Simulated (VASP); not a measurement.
H18SO8, 27 atoms in the cell. The cell holds a disordered packing, 27 atoms: a = 6.694 Å, b = 6.694 Å, c = 6.694 Å, α = 90.00°, β = 90.00°, γ = 90.00°. 

* Program: VASP 6.6.1
* Task: single point
* Functional: PBE
* Dispersion: D3(BJ)
* Potentials or basis: VASP PAW PBE potentials, release 64 (O, H, S)
* Cutoff: 520 eV
* k mesh: 1 × 1 × 1
* Occupations: fermi-dirac, width 0.02 eV
* Spin: no spin polarisation
* Dipole correction: no
* Further INCAR settings: ALGO = Normal; EDIFF = 1e-06; NBANDS = 55

Potentials or basis: VASP PAW PBE potentials, release 64 (O, H, S).

The run is started by

```bash
$ cat potpaw_PBE.64/O/POTCAR potpaw_PBE.64/H/POTCAR potpaw_PBE.64/S/POTCAR > POTCAR
$ mpirun -np 1 vasp_gam > vasp.out
```

Hardware: 1 thread of Intel(R) Xeon(R) 6975P-C (Granite Rapids), on a shared host.

Question: Estimate the wall time of this run.

Answer: It took 20 s on 1 thread of Intel(R) Xeon(R) 6975P-C (Granite Rapids), with other jobs on the host, peak memory 0.33 GiB. Counts: scf iterations 15, k points 1.
